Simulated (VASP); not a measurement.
The system is Cu.

```
Cu
1.0
     2.53076    0.00000    0.00000
    -1.26538    2.19171    0.00000
     0.00000    0.00000    8.26182
Cu
4
Direct
  0.66667 0.33333 0.75000
  0.00000 0.00000 0.50000
  0.33333 0.66667 0.25000
  0.00000 0.00000 0.00000
```

This isn't the form of Cu at room conditions, which is fcc.

```yaml
Program: VASP 6.6.1
Task: relaxation of cell and atoms
Functional: revPBE
Potentials_or_basis: VASP PAW PBE potentials, release 64 (Cu)
Cutoff: 600 eV
k_mesh: 12 × 12 × 4
Occupations: fermi-dirac, width 0.05 eV
Spin: no spin polarisation
```

At the start: pressure 11.4 GPa; volume 11.46 Å³/atom.

Q: How do energy, volume and symmetry change on relaxing?

A: Over 14 steps the energy falls by 28.9 meV/atom and the volume is 12.34 Å³/atom (+7.7 %); space group P6_3/mmc (No. 194, to 0.1 Å) before and after.

Step by step:
| step | energy change (eV) | largest force (eV/Å) | pressure (GPa) | volume (Å³) |
| --- | --- | --- | --- | --- |
| 1 | 0.0000 | 0.0000 | 11.38 | 45.83 |
| 2 | -0.0850 | 0.0000 | -4.53 | 51.44 |
| 3 | -0.1155 | 0.0000 | 0.66 | 49.36 |
| 4 | -0.1151 | 0.0000 | -0.53 | 49.61 |
| 5 | -0.1154 | 0.0000 | -0.28 | 49.50 |
| 6 | -0.1157 | 0.0000 | 0.05 | 49.36 |
| 7 | -0.1157 | 0.0000 | -0.06 | 49.34 |
| 8 | -0.1157 | 0.0000 | 0.23 | 49.30 |
| 9 | -0.1157 | 0.0000 | 0.21 | 49.32 |
| 10 | -0.1157 | 0.0000 | 0.22 | 49.33 |
| 11 | -0.1157 | 0.0000 | 0.18 | 49.34 |
| 12 | -0.1157 | 0.0000 | -0.11 | 49.43 |
| 13 | -0.1157 | 0.0000 | -0.31 | 49.40 |
| 14 | -0.1157 | 0.0000 | 0.04 | 49.37 |

Final structure:
```yaml
crystal:
  lattice:
    - [2.59741, 0.00000, 0.00000]
    - [-1.29871, 2.24943, 0.00000]
    - [0.00000, 0.00000, 8.44926]
  atoms:
    - { symbol: Cu, position: [0.66667, 0.33333, 0.75000] }
    - { symbol: Cu, position: [0.00000, 0.00000, 0.50000] }
    - { symbol: Cu, position: [0.33333, 0.66667, 0.25000] }
    - { symbol: Cu, position: [0.00000, 0.00000, 0.00000] }
```

Caveat: the PAW data sets were made with another functional, which shifts forces and pressure a little.
